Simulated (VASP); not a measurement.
# Nb (Fm-3m) in VASP: further runs, part 2 of 2

VASP 6.6.1. The steps go on from the part before.

## (5) Relaxation of cell and atoms, PBEsol, target pressure 51 GPa, at which the enthalpy is minimised

Input file INCAR:

```
PREC     = Accurate       # precision mode
ENCUT    = 600            # plane-wave cutoff, eV
EDIFF    = 1E-7           # SCF threshold, eV
ISMEAR   = -1             # smearing method
SIGMA    = 0.05           # smearing width, eV
LREAL    = F              # projectors in reciprocal space
LASPH    = T              # aspherical terms in the spheres
NELM     = 100            # most SCF steps
ALGO     = Normal         # electronic algorithm
ISIF     = 3              # what is computed and relaxed
LWAVE    = F              # write WAVECAR
LCHARG   = F              # write CHGCAR
GGA      = PS             # functional
IBRION   = 2              # ionic algorithm
NSW      = 32             # ionic steps
EDIFFG   = -0.005         # ionic threshold
PSTRESS  = 510.0
```

Input file KPOINTS:

```
regular mesh
0
Gamma
  17 17 17
```

Input file POSCAR:

```
Nb
1.0
    0.0000000000      1.9469039602      1.9469039602
    1.9469039602      0.0000000000      1.9469039602
    1.9469039602      1.9469039602      0.0000000000
Nb
1
Direct
    0.0000000000      0.0000000000      0.0000000000
```

Potentials or basis: VASP PAW PBE potentials, release 64 (Nb_sv).

Launch:

```
> cat potpaw_PBE.64/Nb_sv/POTCAR > POTCAR
> mpirun -np 1 vasp_std > vasp.out
```

OUTCAR:

```text
PREC = Accurate
   ENCUT = 600
   EDIFF = 1E-7
   ISMEAR = -1
   LREAL = F
   LASPH = T
   NELM = 100
   ISIF = 3
   GGA = PS
   IBRION = 2
   NSW = 32
   EDIFFG = -0.005
   PSTRESS = 510.0

 ion  position               nearest neighbor table
   1  0.000  0.000  0.000-

  LATTYP: Found a face centered cubic cell.
 ALAT       =     3.8938079204

  Lattice vectors:

 A1 = (   0.0000000000,   1.9469039602,   1.9469039602)
 A2 = (   1.9469039602,   0.0000000000,   1.9469039602)
 A3 = (   1.9469039602,   1.9469039602,   0.0000000000)

Analysis of symmetry for initial positions (statically):
=====================================================================
 Subroutine PRICEL returns:
 Original cell was already a primitive cell.

 Routine SETGRP: Setting up the symmetry group for a
 face centered cubic supercell.

 Subroutine GETGRP returns: Found 48 space group operations
 (whereof 48 operations were pure point group operations)
 out of a pool of 48 trial point group operations.

The static configuration has the point symmetry O_h .

Analysis of symmetry for dynamics (positions and initial velocities):
=====================================================================
[... 166 lines left out ...]
  in kB      508.4556655    508.4556655    508.4556655     -0.0000000     -0.0000000     -0.0000000
  external PRESSURE =      -1.5443345 kB  Pullay stress =     510.0000000 kB
[... 61 lines left out ...]
--------------------------------------- Ionic step        3  -------------------------------------------

 number of electron      13.0000000 magnetization

 Free energy of the ion-electron system (eV)
  ---------------------------------------------------
  ext. energy  EPLUGINS =         0.00000000
  ---------------------------------------------------
  free energy    TOTEN  =       -10.14855050 eV

  energy without entropy =      -10.13749687  energy(sigma->0) =      -10.14302368

 E-fermi :  14.5718     XC(G=0): -13.7004

 val. band max:       14.5649850878   @ k =  -0.0588   0.0588   0.0000
 cond. band min:      14.5938437528   @ k =  -0.4118   0.2941   0.0588
 fundamental gap:      0.0288586650
 Fermi energy:        14.5718129113

 k-point     1 :       0.0000    0.0000    0.0000
  band No.  band energies     occupation
      1     -40.0745      2.00000
      2     -14.7963      2.00000
      3     -14.7963      2.00000
      4     -14.7963      2.00000
      5       7.8777      2.00000
      6      14.3760      1.96095
      7      14.3760      1.96095
      8      14.3760      1.96095
      9      17.9832      0.00000
     10      17.9832      0.00000
[... 287 lines left out ...]
 k-point    24 :      -0.1176    0.0588    0.0000
  band No.  band energies     occupation
      1     -39.9764      2.00000
      2     -15.3115      2.00000
      3     -14.9237      2.00000
      4     -14.8329      2.00000
      5       8.8867      2.00000
      6      13.6266      2.00000
      7      14.8046      0.01884
      8      14.8540      0.00705
      9      17.2175      0.00000
     10      17.9890      0.00000

 [... further k-points ...]

------------------------ aborting loop because EDIFF is reached ----------------------------------------

  FORCE on cell =-STRESS in cart. coord.  units (eV):
  Direction    XX          YY          ZZ          XY          YZ          ZX
  --------------------------------------------------------------------------------------
  -------------------------------------------------------------------------------------
  Total        4.6943733      4.6943733      4.6943733      0.0000000      0.0000000      0.0000000
  in kB      509.9138069    509.9138069    509.9138069      0.0000000      0.0000000      0.0000000
  external PRESSURE =      -0.0861931 kB  Pullay stress =     510.0000000 kB
[... 20 lines left out ...]
  energy  without entropy=      -10.1374968697  energy(sigma->0) =      -10.14302368

  enthalpy is  TOTEN    =        -5.4533836411 eV   P V=        4.6951668540

 reached required accuracy - stopping structural energy minimisation
```

OSZICAR:

```text
N       E                     dE             d eps       ncg     rms          rms(c)
DAV:   1     0.135244101240E+03    0.13524E+03   -0.83695E+03  3316   0.149E+03
[... 22 lines left out ...]
DAV:   2    -0.101485700446E+02    0.26694E-03   -0.62481E-04  4812   0.370E-01    0.409E-02
DAV:   3    -0.101485404041E+02    0.29641E-04   -0.23001E-04  4924   0.175E-01    0.256E-02
DAV:   4    -0.101485463112E+02   -0.59071E-05   -0.73117E-06  3804   0.301E-02    0.142E-02
DAV:   5    -0.101485508349E+02   -0.45237E-05   -0.20501E-05  5560   0.343E-02    0.490E-03
DAV:   6    -0.101485506212E+02    0.21370E-06   -0.26474E-07  3138   0.717E-03    0.218E-03
DAV:   7    -0.101485504416E+02    0.17959E-06   -0.94812E-08  1992   0.482E-03    0.403E-04
DAV:   8    -0.101485504951E+02   -0.53523E-07   -0.22353E-08  1706   0.269E-03
   3 F= -.54533836E+01 E0= -.54478568E+01  d E =-.626047E-05
```

Run time: 59 s. Hardware: 1 thread of Intel Xeon Platinum 8488C (Sapphire Rapids), shared host; peak memory 0.17 GiB.

Results:

```yaml
Free_energy: -10.1486 eV
Relaxed_volume: 14.75 Å³/atom
Relaxed_cell: a = 2.753 Å, b = 2.753 Å, c = 2.753 Å, α = 60.00°, β = 60.00°, γ = 60.00°
Space_group_after_relaxing_to_0.05_Å: Fm-3m (No. 225)
Energy_change_on_relaxing_the_enthalpy_is_what_falls: +2.9 meV/atom
Ionic_steps: 3
Pressure_after_relaxing: 51.0 GPa
```

The path:
```tsv
step	energy change (eV)	largest force (eV/Å)	pressure (GPa)	volume (Å³)
1	0.0000	0.0000	50.85	14.76
2	0.0097	0.0000	51.45	14.73
3	0.0029	0.0000	50.99	14.75
```

Final structure:
```
Nb
1.0
     0.00000    1.94650    1.94650
     1.94650    0.00000    1.94650
     1.94650    1.94650    0.00000
Nb
1
Direct
  0.00000 0.00000 0.00000
```

Caveat: the cell is relaxed towards a set pressure, so the enthalpy falls and the energy may rise; the PAW data sets were made with another functional, which shifts forces and pressure a little.

## (6) Overview

```tsv
task	cell	cutoff (eV)	gap on the mesh (eV)	pressure (GPa)
single point	as given	520	none	50.7
relaxation of cell and atoms	relaxed to 51 GPa	600	none	51.0
relaxation of cell and atoms	relaxed to 51 GPa	600	none	51.0
```

Alike in all rows: level PBEsol; potentials or basis VASP PAW PBE potentials, release 64 (Nb_sv); no spin polarisation; k mesh 17 × 17 × 17; smearing fermi-dirac 0.05 eV.

Caveats: the PAW data sets were made with another functional, which shifts forces and pressure a little; the cell is relaxed towards a set pressure, so the enthalpy falls and the energy may rise (some runs).

Absolute energies hang on the potentials; compare differences alone.
